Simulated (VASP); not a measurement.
# Sb (P6/mmm) in VASP: further runs

Sb is run at these levels: PBE; tasks: single point, relaxation of cell and atoms.

Everything below comes from runs of VASP 6.6.1. Logs are shortened: lines on timing, memory, paths and dates and some standing lists are left out, and cuts for length are marked.

## Step 1: The cell of the first run

The structure is hexagonal, space group P6/mmm (No. 191). The conventional cell has a = 5.518 Å, b = 5.518 Å, c = 3.157 Å, α = 90.00°, β = 90.00°, γ = 120.00°. Within 4.2 Å of Sb (site symmetry 6/mmm) lie 14 Sb at 3.16 to 3.56 Å. Sb (site symmetry -6m2) has 11 Sb at 3.16 to 3.56 Å within 4.2 Å.

## Step 2: Single point, PBE

INCAR reads:

```
ALGO = Normal
EDIFF = 1E-6
ENCUT = 520
GGA = PE
ISIF = 2
ISMEAR = 0
LASPH = True
LCHARG = True
LELF = True
LREAL = False
LVHAR = True
LWAVE = False
NBANDS = 14
NELM = 80
PREC = Accurate
SIGMA = 0.1
```

KPOINTS reads:

```
k-points
0
Gamma
  6 6 6
```

POSCAR reads:

```
Sb
1.0
    5.5175676874      0.0000000000      0.0000000000
   -2.7587838437      4.7783537844      0.0000000000
    0.0000000000      0.0000000000      3.1565985159
Sb
3
Direct
    0.0000000000      0.0000000000      0.0000000000
    0.3333333333      0.6666666667      0.5000000000
    0.6666666667      0.3333333333      0.5000000000
```

Potentials or basis: VASP PAW PBE potentials, release 64 (Sb).

Run with:

```
$ cat potpaw_PBE.64/Sb/POTCAR > POTCAR
$ mpirun -np 1 vasp_std > vasp.out
```

OUTCAR:

```text
EDIFF = 1E-6
   ENCUT = 520
   GGA = PE
   ISIF = 2
   ISMEAR = 0
   LASPH = True
   LREAL = False
   NELM = 80
   PREC = Accurate

 ion  position               nearest neighbor table
   1  0.000  0.000  0.000-   2 3.56   3 3.56   2 3.56   3 3.56   3 3.56   3 3.56   2 3.56   2 3.56
                             3 3.56   3 3.56   2 3.56   2 3.56
   2  0.333  0.667  0.500-   3 3.19   3 3.19   3 3.19   1 3.56   1 3.56   1 3.56   1 3.56   1 3.56
                             1 3.56
   3  0.667  0.333  0.500-   2 3.19   2 3.19   2 3.19   1 3.56   1 3.56   1 3.56   1 3.56   1 3.56
                             1 3.56

  LATTYP: Found a hexagonal cell.
 ALAT       =     5.5175676874
 C/A-ratio  =     0.5720996451

  Lattice vectors:

 A1 = (   5.5175676874,   0.0000000000,   0.0000000000)
 A2 = (  -2.7587838437,   4.7783537844,   0.0000000000)
 A3 = (   0.0000000000,   0.0000000000,   3.1565985159)

Analysis of symmetry for initial positions (statically):
=====================================================================
 Subroutine PRICEL returns:
 Original cell was already a primitive cell.

 Routine SETGRP: Setting up the symmetry group for a
 hexagonal supercell.

 Subroutine GETGRP returns: Found 24 space group operations
 (whereof 24 operations were pure point group operations)
 out of a pool of 24 trial point group operations.

The static configuration has the point symmetry D_6h.

Analysis of symmetry for dynamics (positions and initial velocities):
=====================================================================
 Subroutine PRICEL returns:
 Original cell was already a primitive cell.

 Routine SETGRP: Setting up the symmetry group for a
 hexagonal supercell.

 Subroutine GETGRP returns: Found 24 space group operations
 (whereof 24 operations were pure point group operations)
 out of a pool of 24 trial point group operations.

The dynamic configuration has the point symmetry D_6h.

 Subroutine INISYM returns: Found 24 space group operations
 (whereof 24 operations are pure point group operations),
 and found     1 'primitive' translations

----------------------------------------------------------------------------------------

                                     Primitive cell

  volume of cell :      83.2234

  direct lattice vectors                    reciprocal lattice vectors
     5.517567687  0.000000000  0.000000000     0.181239281  0.104638548  0.000000000
    -2.758783844  4.778353784  0.000000000     0.000000000  0.209277095  0.000000000
     0.000000000  0.000000000  3.156598516     0.000000000  0.000000000  0.316796702

  length of vectors
     5.517567687  5.517567687  3.156598516     0.209277095  0.209277095  0.316796702

  position of ions in fractional coordinates (direct lattice)
     0.000000000  0.000000000  0.000000000
     0.333333333  0.666666667  0.500000000
     0.666666667  0.333333333  0.500000000

  ion indices of the primitive-cell ions
   primitive index   ion index
                 1           1
                 2           2
                 3           3

----------------------------------------------------------------------------------------

 KPOINTS: k-points

Automatic generation of k-mesh.
 Grid dimensions read from file:
 generate k-points for:    6    6    6

 Generating k-lattice:

  Cartesian coordinates                     Fractional coordinates (reciprocal lattice)
     0.030206547  0.017439758  0.000000000     0.166666667  0.000000000  0.000000000
     0.000000000  0.034879516  0.000000000     0.000000000  0.166666667  0.000000000
     0.000000000  0.000000000  0.052799450     0.000000000  0.000000000  0.166666667

  Length of vectors
     0.034879516  0.034879516  0.052799450

  Shift w.r.t. Gamma in fractional coordinates (k-lattice)
     0.000000000  0.000000000  0.000000000

 Subroutine IBZKPT returns following result:
 ===========================================

 Found     28 irreducible k-points:

 Following reciprocal coordinates:
            Coordinates               Weight
  0.000000  0.000000  0.000000      1.000000
  0.166667  0.000000  0.000000      6.000000
  0.333333 -0.000000  0.000000      6.000000
  0.500000  0.000000  0.000000      3.000000
  0.166667  0.166667  0.000000      6.000000
  0.333333  0.166667  0.000000     12.000000
[... 16 lines left out ...]
  0.166667  0.000000  0.500000      6.000000
  0.333333 -0.000000  0.500000      6.000000
 [... further k-points ...]
   k-points           NKPTS =     28   k-points in BZ     NKDIM =     28   number of bands    NBANDS=     14
   number of dos      NEDOS =    301   number of ions     NIONS =      3
   total plane-waves  NPLWV =  42336
   dimension x,y,z NGX =    42 NGY =   42 NGZ =   24
   dimension x,y,z NGXF=    84 NGYF=   84 NGZF=   48
   ions per type =               3
   NGX,Y,Z   is equivalent  to a cutoff of  12.65, 12.65, 12.64 a.u.
   NGXF,Y,Z  is equivalent  to a cutoff of  25.31, 25.31, 25.28 a.u.
 SYSTEM =  unknown system
   PREC   = accura    normal or accurate (medium, high low for compatibility)
   ISTART =      0    job   : 0-new  1-cont  2-samecut
   ICHARG =      2    charge: 1-file 2-atom 10-const
   ISPIN  =      1    spin polarized calculation?
   LNONCOLLINEAR =      F non collinear calculations
   LSORBIT =      F    spin-orbit coupling
   LASPH  =      T    aspherical Exc in radial PAW
   ENCUT  =  520.0 eV  38.22 Ry    6.18 a.u.  10.26 10.26  5.87*2*pi/ulx,y,z
   NELM   =     80;   NELMIN=  2; NELMDL= -5     # of ELM steps
   EDIFF  = 0.1E-05   stopping-criterion for ELM
   LREAL  =      F    real-space projection
   EDIFFG = 0.1E-04   stopping-criterion for IOM
   NSW    =      0    number of steps for IOM
   IBRION =     -1    ionic relax: 0-MD 1-quasi-New 2-CG
   NFREE  =      0    steps in history (QN), initial steepest desc. (CG)
   ISIF   =      2    stress and relaxation
   ISYM   =      2    0-nonsym 1-usesym 2-fastsym
   POTIM  = 0.5000    time-step for ionic-motion
   TEBEG  =    0.0;   TEEND  =   0.0 temperature during run
   PSTRESS=    0.0 pullay stress
   NELECT =      15.0000    total number of electrons
   NUPDOWN=      -1.0000    fix difference up-down
   EMIN   =  10.00;   EMAX   =-10.00  energy-range for DOS
   EFERMI =   0.00;   METHOD = LEGACY
   ISMEAR =     0;   SIGMA  =   0.10  broadening in eV -4-tet -1-fermi 0-gaus
   EFERMI_NEDOS =   21; number of points for ismear=-14 and -15
   IALGO  =     38    algorithm
   IMIX   =      4    mixing-type and parameters
     AMIX     =   0.40;   BMIX     =  1.00
     AMIX_MAG =   1.60;   BMIX_MAG =  1.00
  volume/ion in A,a.u.               =      27.74       187.21
  Fermi-wavevector in a.u.,A,eV,Ry     =   0.924748  1.747521 11.635147  0.855159
  Thomas-Fermi vector in A             =   2.050528
   LORBIT       =      0    0 simple, 1 ext, 2 COOP (PROOUT), +10 PAW based schemes
   GGA     = PE    functional components
   LHFCALC =     F    Hartree Fock is set to
   AEXX    =    0.0000 exact exchange contribution
   IVDW    =     0    specifies the selected vdW correction
   LEPSILON=     F    determine dielectric tensor
   LRPA    =     F    only Hartree local field effects (RPA)
 non-spin polarized calculation
 Gauss-broadening in eV      SIGMA  =   0.10
  energy-cutoff  :      520.00
  volume of cell :       83.22
 maximum number of plane-waves:      2268
 NGX is ok and might be reduce to    42
   NGX = 21   NGY = 21   NGZ = 11

 number of electron      15.0000001 magnetization

 Free energy of the ion-electron system (eV)
  ---------------------------------------------------
  ext. energy  EPLUGINS =         0.00000000
  ---------------------------------------------------
  free energy    TOTEN  =       -11.72470606 eV

  energy without entropy =      -11.71864204  energy(sigma->0) =      -11.72167405

 E-fermi :   8.0155     XC(G=0): -10.0875

 val. band max:        7.9159279241   @ k =   0.3333   0.1667   0.5000
 cond. band min:       8.0416823757   @ k =   0.3333  -0.0000   0.5000
 fundamental gap:      0.1257544516
 Fermi energy:         8.0155497906

 k-point     1 :       0.0000    0.0000    0.0000
  band No.  band energies     occupation
      1      -4.5905      2.00000
      2      -0.4062      2.00000
      3      -0.2497      2.00000
      4       4.1670      2.00000
      5       4.1670      2.00000
      6       4.3848      2.00000
      7       4.3848      2.00000
      8      10.4415      0.00000
      9      12.9039      0.00000
     10      12.9039      0.00000
     11      14.1461      0.00000
     12      14.1552      0.00000
     13      14.2704      0.00000
     14      17.9032      0.00000

 k-point     2 :       0.1667    0.0000    0.0000
  band No.  band energies     occupation
      1      -4.4125      2.00000
      2      -0.8085      2.00000
      3      -0.5704      2.00000
      4       3.3231      2.00000
      5       3.9797      2.00000
      6       5.5750      2.00000
      7       5.9900      2.00000
      8      10.6240      0.00000
      9      11.5286      0.00000
     10      12.3829      0.00000
     11      13.8234      0.00000
     12      13.9483      0.00000
     13      14.4273      0.00000
     14      17.2213      0.00000
[... 343 lines left out ...]
      1      -1.4576      2.00000
      2      -0.2054      2.00000
      3       1.8562      2.00000
      4       4.0624      2.00000
      5       4.6753      2.00000
      6       5.4644      2.00000
      7       5.9384      2.00000
      8       6.6886      2.00000
      9       7.5287      2.00000
     10       8.1536      0.05092
     11       9.2600      0.00000
     12       9.6486      0.00000
     13      11.7920      0.00000
     14      12.2003      0.00000

 k-point    24 :       0.3333   -0.0000    0.5000
  band No.  band energies     occupation
      1      -1.0112      2.00000
      2       0.0587      2.00000
      3       0.9558      2.00000
      4       3.3861      2.00000
      5       4.0370      2.00000
      6       4.9541      2.00000
      7       5.5727      2.00000
      8       7.3000      2.00000
      9       8.0417      0.71170
     10       9.2831      0.00000
     11      10.4773      0.00000
     12      10.9664      0.00000
     13      12.9548      0.00000
     14      14.0157      0.00000

 [... further k-points ...]

------------------------ aborting loop because EDIFF is reached ----------------------------------------

  FORCE on cell =-STRESS in cart. coord.  units (eV):
  Direction    XX          YY          ZZ          XY          YZ          ZX
  --------------------------------------------------------------------------------------
  -------------------------------------------------------------------------------------
  Total       -0.0713756     -0.0713756     -0.0576366      0.0000000     -0.0000000     -0.0000000
  in kB       -1.3740887     -1.3740887     -1.1095920      0.0000000     -0.0000000     -0.0000000
  external PRESSURE =      -1.2859231 kB  Pullay stress =       0.0000000 kB

 VOLUME and BASIS-vectors are now :
 -----------------------------------------------------------------------------
  energy-cutoff  :      520.00
  volume of cell :       83.22
      direct lattice vectors                 reciprocal lattice vectors
     5.517567687  0.000000000  0.000000000     0.181239281  0.104638548  0.000000000
    -2.758783844  4.778353784  0.000000000     0.000000000  0.209277095  0.000000000
     0.000000000  0.000000000  3.156598516     0.000000000  0.000000000  0.316796702

 POSITION                                       TOTAL-FORCE (eV/Angst)
 -----------------------------------------------------------------------------------
      0.00000      0.00000      0.00000         0.000000      0.000000      0.000000
     -0.00000      3.18557      1.57830         0.000000     -0.000000      0.000000
      2.75878      1.59278      1.57830        -0.000000      0.000000      0.000000
 -----------------------------------------------------------------------------------
    total drift:                               -0.000000      0.000000     -0.000000

  FREE ENERGIE OF THE ION-ELECTRON SYSTEM (eV)
  ---------------------------------------------------
  free  energy   TOTEN  =       -11.7247060556 eV

  energy  without entropy=      -11.7186420355  energy(sigma->0) =      -11.72167405
```

It took 28 s on 1 thread of AMD EPYC 7R43 (Zen 3), shared host; peak memory 0.16 GiB.

What came out:

* Free energy: -11.7247 eV
* Pressure: -0.1 GPa

Levels at points of the mesh, in eV from the Fermi level:
| k point | band 5 | band 6 | band 7 | band 8 | band 9 | band 10 |
| --- | --- | --- | --- | --- | --- | --- |
| (0.00, 0.00, 0.00) | -3.85 | -3.63 | -3.63 | 2.43 | 4.89 | 4.89 |
| (0.50, 0.00, 0.00) | -1.21 | -1.02 | 0.85 | 1.13 | 1.85 | 3.96 |
| (0.00, 0.00, 0.50) | -2.92 | -2.26 | -1.82 | -1.82 | -0.35 | -0.35 |
| (0.50, 0.00, 0.50) | -4.22 | -3.27 | -2.59 | -0.81 | 1.23 | 2.01 |

Caveat: spin-orbit coupling is left out, which moves the levels of the heavy elements.

## Step 3: Single point, PBE

This run uses another cell than the first one, of 34.75 Å³/atom, 1.252 times its volume.

INCAR reads:

```
  ALGO = Normal
  EDIFF = 1E-6
  ENCUT = 520
  GGA = PE
  ISIF = 2
  ISMEAR = 0
  LASPH = True
  LCHARG = False
  LREAL = False
  LWAVE = False
  NBANDS = 14
  NELM = 80
  PREC = Accurate
  SIGMA = 0.1
```

KPOINTS is that of step 2.

POSCAR reads:

```
Sb
1.0
    5.8120871113      0.0000000000      0.0000000000
   -2.9060435557      5.0334150874      0.0000000000
    0.0000000000      0.0000000000      3.5630620987
Sb
3
Direct
    0.0000000000      0.0000000000      0.0000000000
    0.3333333333      0.6666666667      0.5000000000
    0.6666666667      0.3333333333      0.5000000000
```

Potentials or basis: VASP PAW PBE potentials, release 64 (Sb).

Run with:

```
$ cat potpaw_PBE.64/Sb/POTCAR > POTCAR
$ mpirun -np 1 vasp_std > vasp.out
```

Wall time 44 s (1 thread of AMD EPYC 7R43 (Zen 3), shared host); peak memory 0.21 GiB.

It converged, with:

| Item | Value |
| --- | --- |
| Free energy | -11.0023 eV |
| Pressure | -8.1 GPa |

Stress tensor (GPa, compression positive):
```
-7.45  0.00  0.00
 0.00 -7.45  0.00
 0.00  0.00 -9.39
```

Levels at points of the mesh, in eV from the Fermi level:
| k point | band 5 | band 6 | band 7 | band 8 | band 9 | band 10 |
| --- | --- | --- | --- | --- | --- | --- |
| (0.00, 0.00, 0.00) | -2.80 | -2.52 | -2.52 | 1.03 | 3.83 | 3.88 |
| (0.50, 0.00, 0.00) | -0.96 | -0.74 | 0.98 | 1.52 | 1.77 | 2.25 |
| (0.00, 0.00, 0.50) | -2.11 | -1.59 | -1.59 | -1.25 | -0.25 | -0.25 |
| (0.50, 0.00, 0.50) | -3.34 | -2.20 | -2.19 | -0.57 | 0.96 | 1.70 |

Caveat: spin-orbit coupling is left out, which moves the levels of the heavy elements.

(Part 1 of 2 ends here.)
